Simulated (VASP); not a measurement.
# TaH4 (C2/m) in VASP: single point with PBE

Aim: the single point of TaH4 with PBE.

Everything below comes from runs of VASP 6.6.1. Logs are shortened: lines on timing, memory, paths and dates and some standing lists are left out, and cuts for length are marked.

## 1. The cell of the first run

It takes space group C2/m (No. 12, monoclinic). The conventional cell has a = 4.816 Å, b = 2.899 Å, c = 8.685 Å, α = 90.00°, β = 100.36°, γ = 90.00°. Ta (site symmetry 2/m) has 6 H at 2.02 to 2.03 Å within 2.7 Å. H (site symmetry m) has 1 H at 0.75 Å within 1.0 Å. H (site symmetry m) has 3 Ta at 2.02 to 2.03 Å within 2.7 Å.

## 2. Single point, PBE

INCAR

```
ALGO = Normal
EDIFF = 1E-6
ENCUT = 520
GGA = PE
ISIF = 2
ISMEAR = 0
LASPH = T
LCHARG = F
LREAL = F
LWAVE = F
NBANDS = 16
NELM = 60
PREC = Accurate
SIGMA = 0.15
```

KPOINTS

```
k-points
0
Gamma
  5 5 2
```

POSCAR

```
TaH4
1.0
    2.4078026179     -1.4492634464     -0.0388433498
    2.4078026179      1.4492634464     -0.0388433498
   -1.4236072953      0.0000000000      8.5680231423
Ta H
1 4
Direct
    0.5000000000      0.5000000000      0.0000000000
    0.9619175585      0.9619175585      0.5338708543
    0.7925844798      0.7925844798      0.8605608072
    0.2074155202      0.2074155202      0.1394391928
    0.0380824415      0.0380824415      0.4661291457
```

Potentials or basis: VASP PAW PBE potentials, release 64 (Ta_pv, H).

Command:

```
cat potpaw_PBE.64/Ta_pv/POTCAR potpaw_PBE.64/H/POTCAR > POTCAR
mpirun -np 1 vasp_std > vasp.out
```

OUTCAR:

```text
EDIFF = 1E-6
   ENCUT = 520
   GGA = PE
   ISIF = 2
   ISMEAR = 0
   LASPH = T
   LREAL = F
   NELM = 60
   PREC = Accurate

 ion  position               nearest neighbor table
   1  0.500  0.500  0.000-   3 2.02   4 2.02   4 2.03   4 2.03   3 2.03   3 2.03
   2  0.962  0.962  0.534-   5 0.75
   3  0.793  0.793  0.861-   1 2.02   1 2.03   1 2.03
   4  0.207  0.207  0.139-   1 2.02   1 2.03   1 2.03
   5  0.038  0.038  0.466-   2 0.75

  LATTYP: Found a base centered monoclinic cell.
 ALAT       =     4.8162318269
 B/A-ratio  =     0.6018246208
 C/A-ratio  =     1.8033780265
 COS(beta)  =    -0.1797971636

  Lattice vectors:

 A1 = (   2.4078026179,  -1.4492634464,  -0.0388433498)
 A2 = (   2.4078026179,   1.4492634464,  -0.0388433498)
 A3 = (  -1.4236072953,   0.0000000000,   8.5680231423)

Analysis of symmetry for initial positions (statically):
=====================================================================
 Subroutine PRICEL returns:
 Original cell was already a primitive cell.

 Routine SETGRP: Setting up the symmetry group for a
 base centered monoclinic supercell.

 Subroutine GETGRP returns: Found  4 space group operations
 (whereof  4 operations were pure point group operations)
 out of a pool of  4 trial point group operations.

The static configuration has the point symmetry C_2h.

Analysis of symmetry for dynamics (positions and initial velocities):
=====================================================================
 Subroutine PRICEL returns:
 Original cell was already a primitive cell.

 Routine SETGRP: Setting up the symmetry group for a
 base centered monoclinic supercell.

 Subroutine GETGRP returns: Found  4 space group operations
 (whereof  4 operations were pure point group operations)
 out of a pool of  4 trial point group operations.

The dynamic configuration has the point symmetry C_2h.

 Subroutine INISYM returns: Found  4 space group operations
 (whereof  4 operations are pure point group operations),
 and found     1 'primitive' translations

----------------------------------------------------------------------------------------

                                     Primitive cell

  volume of cell :      59.6366

  direct lattice vectors                    reciprocal lattice vectors
     2.407802618 -1.449263446 -0.038843350     0.208216328 -0.345002837  0.034595878
     2.407802618  1.449263446 -0.038843350     0.208216328  0.345002837  0.034595878
    -1.423607295  0.000000000  8.568023142     0.001887908  0.000000000  0.117026719

  length of vectors
     2.810584777  2.810584777  8.685486647     0.404447613  0.404447613  0.117041946

  position of ions in fractional coordinates (direct lattice)
     0.500000000  0.500000000  0.000000000
     0.961917558  0.961917558  0.533870854
     0.792584480  0.792584480  0.860560807
     0.207415520  0.207415520  0.139439193
     0.038082442  0.038082442  0.466129146

  ion indices of the primitive-cell ions
   primitive index   ion index
                 1           1
                 2           2
                 3           3
                 4           4
                 5           5

----------------------------------------------------------------------------------------

 KPOINTS: k-points

Automatic generation of k-mesh.
 Grid dimensions read from file:
 generate k-points for:    5    5    2

 Generating k-lattice:

  Cartesian coordinates                     Fractional coordinates (reciprocal lattice)
     0.041643266 -0.069000567  0.006919176     0.200000000  0.000000000 -0.000000000
     0.041643266  0.069000567  0.006919176     0.000000000  0.200000000 -0.000000000
     0.000943954  0.000000000  0.058513360     0.000000000  0.000000000  0.500000000

  Length of vectors
     0.080889523  0.080889523  0.058520973

  Shift w.r.t. Gamma in fractional coordinates (k-lattice)
     0.000000000  0.000000000  0.000000000

 Subroutine IBZKPT returns following result:
 ===========================================

 Found     18 irreducible k-points:

 Following reciprocal coordinates:
            Coordinates               Weight
  0.000000  0.000000  0.000000      1.000000
  0.200000 -0.000000 -0.000000      4.000000
  0.400000 -0.000000 -0.000000      4.000000
  0.200000  0.200000 -0.000000      2.000000
  0.400000  0.200000  0.000000      4.000000
 -0.400000  0.200000 -0.000000      4.000000
[... 10 lines left out ...]
  0.400000  0.400000  0.500000      2.000000
 -0.400000  0.400000  0.500000      2.000000
   k-points           NKPTS =     18   k-points in BZ     NKDIM =     18   number of bands    NBANDS=     16
   number of dos      NEDOS =    301   number of ions     NIONS =      5
   total plane-waves  NPLWV =  40320
   dimension x,y,z NGX =    24 NGY =   24 NGZ =   70
   dimension x,y,z NGXF=    48 NGYF=   48 NGZF=  140
   ions per type =               1   4
   NGX,Y,Z   is equivalent  to a cutoff of  14.20, 14.20, 13.40 a.u.
   NGXF,Y,Z  is equivalent  to a cutoff of  28.39, 28.39, 26.80 a.u.
 SYSTEM =  unknown system
   PREC   = accura    normal or accurate (medium, high low for compatibility)
   ISTART =      0    job   : 0-new  1-cont  2-samecut
   ICHARG =      2    charge: 1-file 2-atom 10-const
   ISPIN  =      1    spin polarized calculation?
   LNONCOLLINEAR =      F non collinear calculations
   LSORBIT =      F    spin-orbit coupling
   LASPH  =      T    aspherical Exc in radial PAW
   ENCUT  =  520.0 eV  38.22 Ry    6.18 a.u.   5.23  5.23 16.15*2*pi/ulx,y,z
   NELM   =     60;   NELMIN=  2; NELMDL= -5     # of ELM steps
   EDIFF  = 0.1E-05   stopping-criterion for ELM
   LREAL  =      F    real-space projection
   EDIFFG = 0.1E-04   stopping-criterion for IOM
   NSW    =      0    number of steps for IOM
   IBRION =     -1    ionic relax: 0-MD 1-quasi-New 2-CG
   NFREE  =      0    steps in history (QN), initial steepest desc. (CG)
   ISIF   =      2    stress and relaxation
   ISYM   =      2    0-nonsym 1-usesym 2-fastsym
   POTIM  = 0.5000    time-step for ionic-motion
   TEBEG  =    0.0;   TEEND  =   0.0 temperature during run
   PSTRESS=    0.0 pullay stress
   NELECT =      15.0000    total number of electrons
   NUPDOWN=      -1.0000    fix difference up-down
   EMIN   =  10.00;   EMAX   =-10.00  energy-range for DOS
   EFERMI =   0.00;   METHOD = LEGACY
   ISMEAR =     0;   SIGMA  =   0.15  broadening in eV -4-tet -1-fermi 0-gaus
   EFERMI_NEDOS =   21; number of points for ismear=-14 and -15
   IALGO  =     38    algorithm
   IMIX   =      4    mixing-type and parameters
     AMIX     =   0.40;   BMIX     =  1.00
     AMIX_MAG =   1.60;   BMIX_MAG =  1.00
  volume/ion in A,a.u.               =      11.93        80.49
  Fermi-wavevector in a.u.,A,eV,Ry     =   1.033398  1.952839 14.529811  1.067911
  Thomas-Fermi vector in A             =   2.167642
   LORBIT       =      0    0 simple, 1 ext, 2 COOP (PROOUT), +10 PAW based schemes
   GGA     = PE    functional components
   LHFCALC =     F    Hartree Fock is set to
   AEXX    =    0.0000 exact exchange contribution
   IVDW    =     0    specifies the selected vdW correction
   LEPSILON=     F    determine dielectric tensor
   LRPA    =     F    only Hartree local field effects (RPA)
 non-spin polarized calculation
 Gauss-broadening in eV      SIGMA  =   0.15
  energy-cutoff  :      520.00
  volume of cell :       59.64
 maximum number of plane-waves:      1618
 NGX is ok and might be reduce to    24
   NGX = 11   NGY = 11   NGZ = 33

 number of electron      15.0000001 magnetization

 Free energy of the ion-electron system (eV)
  ---------------------------------------------------
  ext. energy  EPLUGINS =         0.00000000
  ---------------------------------------------------
  free energy    TOTEN  =       -24.79795835 eV

  energy without entropy =      -24.78555356  energy(sigma->0) =      -24.79175595

 E-fermi :   0.2189     XC(G=0):  -7.8227

 val. band max:        0.1169436786   @ k =   0.4000   0.2000   0.0000
 cond. band min:       0.4061911269   @ k =  -0.4000   0.2000   0.5000
 fundamental gap:      0.2892474483
 Fermi energy:         0.2189285947

 k-point     1 :       0.0000    0.0000    0.0000
  band No.  band energies     occupation
      1     -34.8636      2.00000
      2     -33.8803      2.00000
      3     -33.7598      2.00000
      4      -9.2621      2.00000
      5      -7.0270      2.00000
      6      -4.9698      2.00000
[... 8 lines left out ...]
     15      10.9455      0.00000
     16      13.0763      0.00000

 k-point     2 :       0.2000   -0.0000   -0.0000
  band No.  band energies     occupation
      1     -34.7934      2.00000
      2     -34.2995      2.00000
      3     -33.8824      2.00000
      4      -7.9552      2.00000
      5      -6.4809      2.00000
      6      -5.3800      2.00000
[... 8 lines left out ...]
     15      11.0037      0.00000
     16      12.2659      0.00000

 k-point     3 :       0.4000   -0.0000   -0.0000
  band No.  band energies     occupation
      1     -34.9728      2.00000
      2     -34.6772      2.00000
      3     -34.0284      2.00000
      4      -6.7816      2.00000
      5      -5.4503      2.00000
      6      -4.5520      2.00000
[... 8 lines left out ...]
     15       8.5589      0.00000
     16      11.5668      0.00000

 k-point     4 :       0.2000    0.2000   -0.0000
  band No.  band energies     occupation
      1     -34.7838      2.00000
      2     -34.2497      2.00000
      3     -34.0026      2.00000
      4      -7.8785      2.00000
      5      -6.4292      2.00000
      6      -5.3319      2.00000
[... 8 lines left out ...]
     15      10.8709      0.00000
     16      12.3273      0.00000
[... 210 lines left out ...]
 k-point    16 :      -0.2000    0.2000    0.5000
  band No.  band energies     occupation
      1     -34.7034      2.00000
      2     -34.6803      2.00000
      3     -34.1659      2.00000
      4      -6.0220      2.00000
      5      -5.9097      2.00000
      6      -5.5577      2.00000
[... 8 lines left out ...]
     15       9.5227      0.00000
     16      11.0634      0.00000

 k-point    17 :       0.4000    0.4000    0.5000
  band No.  band energies     occupation
      1     -34.9791      2.00000
      2     -34.6523      2.00000
      3     -34.1948      2.00000
      4      -6.7838      2.00000
      5      -5.1995      2.00000
      6      -4.3932      2.00000
[... 8 lines left out ...]
     15       8.7508      0.00000
     16      12.0073      0.00000

 k-point    18 :      -0.4000    0.4000    0.5000
  band No.  band energies     occupation
      1     -34.9511      2.00000
      2     -34.6211      2.00000
      3     -34.4567      2.00000
      4      -6.0781      2.00000
      5      -4.8505      2.00000
      6      -4.0555      2.00000
[... 8 lines left out ...]
     15       8.9158      0.00000
     16      10.1810      0.00000

------------------------ aborting loop because EDIFF is reached ----------------------------------------

  FORCE on cell =-STRESS in cart. coord.  units (eV):
  Direction    XX          YY          ZZ          XY          YZ          ZX
  --------------------------------------------------------------------------------------
  -------------------------------------------------------------------------------------
  Total        0.1374354      0.0769559      0.0360240      0.0000000      0.0000000     -0.0177981
  in kB        3.6922910      2.0674710      0.9678082      0.0000000      0.0000000     -0.4781575
  external PRESSURE =       2.2425234 kB  Pullay stress =       0.0000000 kB

 VOLUME and BASIS-vectors are now :
 -----------------------------------------------------------------------------
  energy-cutoff  :      520.00
  volume of cell :       59.64
      direct lattice vectors                 reciprocal lattice vectors
     2.407802618 -1.449263446 -0.038843350     0.208216328 -0.345002837  0.034595878
     2.407802618  1.449263446 -0.038843350     0.208216328  0.345002837  0.034595878
    -1.423607295  0.000000000  8.568023142     0.001887908  0.000000000  0.117026719

 POSITION                                       TOTAL-FORCE (eV/Angst)
 -----------------------------------------------------------------------------------
      2.40780      0.00000     -0.03884        -0.000000     -0.000000      0.000000
      3.87219      0.00000      4.49949        -0.039520      0.000000      0.032833
      2.59167      0.00000      7.31173        -0.001694      0.000000      0.009026
      0.80032      0.00000      1.17860         0.001694      0.000000     -0.009026
     -0.48019      0.00000      3.99085         0.039520      0.000000     -0.032833
 -----------------------------------------------------------------------------------
    total drift:                               -0.000000     -0.000000     -0.000000

  FREE ENERGIE OF THE ION-ELECTRON SYSTEM (eV)
  ---------------------------------------------------
  free  energy   TOTEN  =       -24.7979583474 eV

  energy  without entropy=      -24.7855535617  energy(sigma->0) =      -24.79175595
```

Run time: 9.2 s. Hardware: 1 thread of Intel Xeon 6975P-C (Granite Rapids), shared host; peak memory 0.19 GiB.

Results:

```
Free energy            : -24.7980 eV
Pressure               : 0.2 GPa
Largest force          : 0.051 eV/Å
Band gap on the k mesh : zero (an odd number of electrons rules out a gap without spin polarisation)
```

Forces on the atoms (eV/Å):
```
Ta   0.000  0.000  0.000
H   -0.040  0.000  0.033
H   -0.002  0.000  0.009
H    0.002  0.000 -0.009
H    0.040  0.000 -0.033
```

Levels at points of the mesh, in eV from the Fermi level:
```tsv
k point	band 6	band 7	band 8	band 9	band 10	band 11
(0.00, 0.00, 0.00)	-5.19	-2.54	-0.30	0.65	3.41	3.64
(0.00, 0.00, 0.50)	-5.06	-2.64	-0.30	0.65	3.41	3.69
```

Caveat: the k points lie up to 0.51 Å⁻¹ apart, too coarse for converged energies and pressures of a metal; spin-orbit coupling is left out, which moves the levels of the heavy elements; an odd number of electrons without spin polarisation forces a metal; a magnetic or distorted state may lie lower.

The gap in the log of VASP goes by the Fermi energy; the results here count the filled bands.